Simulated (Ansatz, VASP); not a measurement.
**One calculation of AlCu6, two programs**

INCAR

```
  ALGO = Normal
  EDIFF = 1E-6
  EDIFFG = -0.08
  ENCUT = 600
  GGA = PE
  IBRION = 2
  ISIF = 3
  ISMEAR = 0
  LASPH = T
  LCHARG = F
  LREAL = F
  LWAVE = F
  NELM = 100
  NSW = 36
  PREC = Accurate
  SIGMA = 0.2
```

File KPOINTS:

```
k-points
0
Gamma
  4 4 4
```

File POSCAR:

```
AlCu6
1.0
    3.4555000000      1.9950338600      2.1326666700
   -3.4555000000      1.9950338600      2.1326666700
    0.0000000000     -3.9900677100      2.1326666700
Al Cu
1 6
Direct
    0.0000000000      0.0000000000      0.0000000000
    0.2857140000      0.1428570000      0.5714290000
    0.7142860000      0.8571430000      0.4285710000
    0.5714290000      0.2857140000      0.1428570000
    0.4285710000      0.7142860000      0.8571430000
    0.1428570000      0.5714290000      0.2857140000
    0.8571430000      0.4285710000      0.7142860000
```

Input for Ansatz:

```yaml
crystal:
  lattice:
    - [3.4555, 1.99503386, 2.13266667]
    - [-3.4555, 1.99503386, 2.13266667]
    - [0.0, -3.99006771, 2.13266667]
  atoms:
    - { symbol: Al, position: [0.0, 0.0, 0.0] }
    - { symbol: Cu, position: [0.285714, 0.142857, 0.571429] }
    - { symbol: Cu, position: [0.714286, 0.857143, 0.428571] }
    - { symbol: Cu, position: [0.571429, 0.285714, 0.142857] }
    - { symbol: Cu, position: [0.428571, 0.714286, 0.857143] }
    - { symbol: Cu, position: [0.142857, 0.571429, 0.285714] }
    - { symbol: Cu, position: [0.857143, 0.428571, 0.714286] }
basis:
  ecutwfc: 420
kpoints:
  mp_grid: { grid: [4, 4, 4] }
hamiltonian:
  xc: pbe
scf:
  occupations: { method: gaussian, width: 0.2 }
  lower_state_search: "off"
output:
  forces: true
  stress: true
  eigenvalues: true
relax:
  adjacent_minimum: "off"
  f_tol: 0.08
  max_steps: 16
  cell: { stress_tol: 0.8 }
```

Alike in both runs: task relaxation of cell and atoms; functional PBE; k mesh 4 × 4 × 4; occupations gaussian, width 0.2 eV; no spin polarisation.

|  | VASP | Ansatz |
| --- | --- | --- |
| version | VASP 6.6.1 | Ansatz 0.2.0 |
| potentials or method | VASP PAW PBE potentials, release 64 (Al, Cu), cutoff 600 eV | scalar-relativistic, plane waves, PAW |
| valence electrons in the cell | 69 | 117 |

VASP gave:

```
gap on the k mesh at the Fermi level, each at its own relaxed structure (eV) : none
relaxed volume (Å³/atom)                                                     : 12.33
relaxed length of the cell vector where the two differ most in proportion (Å)              : 4.493
```

Question: Which values does Ansatz return?

Answer: gap on the k mesh at the Fermi level, each at its own relaxed structure (eV): none; relaxed volume (Å³/atom): 12.28; relaxed length of the cell vector where the two differ most in proportion (Å): 4.489.

A gap of «none» marks a metal or a gap that the smearing closes. VASP's potentials hold 69 valence electrons a cell and Ansatz's 117, so a difference there can come from the potentials and not from the codes.
